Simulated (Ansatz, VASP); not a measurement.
## One calculation of Si2W, two programs

File INCAR:

```
PREC = Accurate
ENCUT = 520
EDIFF = 1E-7
ISMEAR = 0
SIGMA = 0.03
LREAL = False
LASPH = True
NELM = 100
ALGO = Normal
ISIF = 2
LWAVE = False
LCHARG = False
GGA = PE
NBANDS = 43
```

The input KPOINTS:

```
regular mesh
0
Gamma
  9 9 6
```

File POSCAR:

```
Si2W
1.0
    4.5900641255      0.0000000000      0.0000000000
   -2.2950320628      3.9751121377      0.0000000000
    0.0000000000      0.0000000000      6.7175588476
Si W
6 3
Direct
    0.8238313095      0.6476626189      0.5000000000
    0.1761686905      0.8238313095      0.8333333333
    0.6476626189      0.8238313095      0.1666666667
    0.1761686905      0.3523373811      0.5000000000
    0.8238313095      0.1761686905      0.8333333333
    0.3523373811      0.1761686905      0.1666666667
    0.0000000000      0.5000000000      0.1666666667
    0.5000000000      0.5000000000      0.8333333333
    0.5000000000      0.0000000000      0.5000000000
```

Input for Ansatz:

```yaml
crystal:
  lattice:
    - [4.5900641255, 0.0, 0.0]
    - [-2.2950320628, 3.9751121377, 0.0]
    - [0.0, 0.0, 6.7175588476]
  atoms:
    - { symbol: Si, position: [0.8238313095, 0.6476626189, 0.5] }
    - { symbol: Si, position: [0.1761686905, 0.8238313095, 0.8333333333] }
    - { symbol: Si, position: [0.6476626189, 0.8238313095, 0.1666666667] }
    - { symbol: Si, position: [0.1761686905, 0.3523373811, 0.5] }
    - { symbol: Si, position: [0.8238313095, 0.1761686905, 0.8333333333] }
    - { symbol: Si, position: [0.3523373811, 0.1761686905, 0.1666666667] }
    - { symbol: W, position: [0.0, 0.5, 0.1666666667] }
    - { symbol: W, position: [0.5, 0.5, 0.8333333333] }
    - { symbol: W, position: [0.5, 0.0, 0.5] }
basis:
  ecutwfc: 420
kpoints:
  mp_grid: { grid: [9, 9, 6] }
hamiltonian:
  xc: pbe
  pseudopotentials: { kind: paw, azcp: { folder: soft_1 } }
scf:
  occupations: { method: gaussian, width: 0.03 }
output:
  forces: true
  stress: true
  eigenvalues: true
```

Alike in both runs: task single point; functional PBE; k mesh 9 × 9 × 6; occupations gaussian, width 0.03 eV; no spin polarisation.

|  | VASP | Ansatz |
| --- | --- | --- |
| version | VASP 6.6.1 | Ansatz 0.2.0 |
| potentials or method | VASP PAW PBE potentials, release 64 (Si, W_sv), cutoff 520 eV | scalar-relativistic, plane waves, PAW |
| valence electrons in the cell | 66 | 66 |

VASP gave:

* gap on the k mesh at the Fermi level (eV): 0.31
* least direct gap on the mesh (eV): 0.80
* pressure (GPa): 1.8
* traceless stress, the component that is largest in VASP (GPa): -2.53
* rms of the force components (eV/Å): 0.733

Problem. Estimate Ansatz's values.

Solution. gap on the k mesh at the Fermi level (eV): 0.31; least direct gap on the mesh (eV): 0.80; pressure (GPa): 1.7; traceless stress, the component that is largest in VASP (GPa): -2.54; rms of the force components (eV/Å): 0.732.

Atom by atom the forces differ by 0.001 eV/Å (rms over components).

Neither program's run includes spin-orbit coupling.
